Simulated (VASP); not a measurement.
The system is Fe3Ge.

```
Fe Ge
1.0
     3.66050    0.00000    0.00000
     0.00000    3.66050    0.00000
     0.00000    0.00000    3.66050
Fe Ge
3 1
Direct
  0.00000 0.50000 0.50000
  0.50000 0.50000 0.00000
  0.50000 0.00000 0.50000
  0.00000 0.00000 0.00000
```

Base run:

```yaml
Program: VASP 6.6.1
Functional: PBEsol
Potentials_or_basis: VASP PAW PBE potentials, release 64 (Fe, Ge_d)
Cutoff: 520 eV
k_mesh: 9 × 9 × 9
Occupations: fermi-dirac, width 0.03 eV
Spin: collinear spin, ferromagnetic start
Starting_moments: "[2.377, 2.377, 2.376, 0.0] μB"
Fixed_moment: 7.13 μB
```

Its results: pressure -7.7 GPa; site moments Fe +2.40; Ge -0.11 μB.

Task: The run is repeated on the same cell with these changes: fixed moment from 7.13 μB to 5.51 μB; moments at the start from [2.38, 2.38, 2.38, 0.0] to [1.84, 1.84, 1.84, 0.0]. What comes out?

Result: Pressure -15.1 GPa; site moments Fe +1.88; Ge -0.13 μB.

Caveats: the cell stands under tension; the PAW data sets were made with another functional, which shifts forces and pressure a little; the total moment is fixed, so each spin has its own Fermi level and the state may be an excited one.
